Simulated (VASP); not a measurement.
Wanted: the native input for a VASP 6.6.1 run.

* Task: single point
* Functional: RPBE
* Potentials or basis: VASP PAW PBE potentials, release 64 (In_d)
* Cutoff: 520 eV
* k mesh: 9 × 9 × 9
* Occupations: fermi-dirac, width 0.1 eV
* Spin: no spin polarisation
* Dipole correction: no
* Further INCAR settings: ALGO = Normal; EDIFF = 1e-06; NBANDS = 20

The structure of In lies in POSCAR:

```
In
1.0
    0.0000000000      3.2918195249      3.2918195249
    3.2918195249      0.0000000000      3.2918195249
    3.2918195249      3.2918195249      0.0000000000
In
2
Direct
    0.1250000000      0.1250000000      0.1250000000
    0.8750000000      0.8750000000      0.8750000000
```

This isn't the form of In at room conditions, which is tetragonal.

These files were run (other wordings do the same):

INCAR

```
SYSTEM = In
ALGO = Normal
EDIFF = 1E-6
ENCUT = 520
GGA = RP
ISIF = 2
ISMEAR = -1
LASPH = .True.
LCHARG = .False.
LREAL = .False.
LWAVE = .False.
NBANDS = 20
NELM = 100
PREC = Accurate
SIGMA = 0.1
```

KPOINTS

```
k-points
0
Gamma
  9 9 9
  0 0 0
```

Potentials or basis: VASP PAW PBE potentials, release 64 (In_d).

The run is started by

```sh
$ cat potpaw_PBE.64/In_d/POTCAR > POTCAR
$ mpirun -np 1 vasp_std > vasp.out
```

It gave:

```yaml
Pressure: 3.1 GPa
Band_gap_on_the_k_mesh: zero (bands 13 and 14 overlap by 3.23 eV)
```

Caveat: the cell stands under pressure; the PAW data sets were made with another functional, which shifts forces and pressure a little; spin-orbit coupling is left out, which moves the levels of the heavy elements.

Wall time 19 s on 1 thread of Intel(R) Xeon(R) 6975P-C (Granite Rapids), on a shared host, peak memory 0.21 GiB.
